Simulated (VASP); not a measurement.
Here is a VASP 6.6.1 calculation.

File INCAR:

```
PREC = Accurate
ENCUT = 600
EDIFF = 1E-6
ISMEAR = 0
SIGMA = 0.05
LREAL = False
LASPH = True
NELM = 100
ALGO = Normal
ISIF = 3
LWAVE = False
LCHARG = False
GGA = PE
IBRION = 2
NSW = 80
EDIFFG = -0.01
```

The input KPOINTS:

```
regular mesh
0
Gamma
  14 14 8
```

The input POSCAR:

```
Pb
1.0
    3.4999338747      0.0000000000      0.0000000000
   -1.7499669373      3.0310316470      0.0000000000
    0.0000000000      0.0000000000      5.7165586620
Pb
2
Direct
    0.3333333333      0.6666666667      0.7500000000
    0.6666666667      0.3333333333      0.2500000000
```

Potentials or basis: VASP PAW PBE potentials, release 64 (Pb_d).

Command:

```bash
$ cat potpaw_PBE.64/Pb_d/POTCAR > POTCAR
$ mpirun -np 1 vasp_std > vasp.out
```

Q: What does it give for the band gap on the k mesh?

A: Zero (band 14 reaches 12.28 eV, above the bottom of band 15 at 5.16 eV).

Q: Estimate the relaxed cell.

A: a = 3.539 Å, b = 3.539 Å, c = 5.864 Å, α = 90.00°, β = 90.00°, γ = 120.00°.

Q: Estimate the relaxed volume.

A: 31.79 Å³/atom.

Q: What does it give for the space group after relaxing (to 0.05 Å)?

A: P6_3/mmc (No. 194).

The path:
| step | energy change (eV) | largest force (eV/Å) | pressure (GPa) | volume (Å³) |
| --- | --- | --- | --- | --- |
| 1 | 0.0000 | 0.0000 | 2.15 | 60.64 |
| 2 | -0.0186 | 0.0000 | -0.43 | 64.28 |
| 3 | -0.0194 | 0.0000 | -0.01 | 63.60 |
| 4 | -0.0194 | 0.0000 | -0.07 | 63.66 |
| 5 | -0.0197 | 0.0000 | -0.05 | 63.63 |
| 6 | -0.0198 | 0.0000 | -0.04 | 63.57 |
| 7 | -0.0198 | 0.0000 | -0.01 | 63.58 |

Caveat: spin-orbit coupling is left out, which moves the levels of the heavy elements.
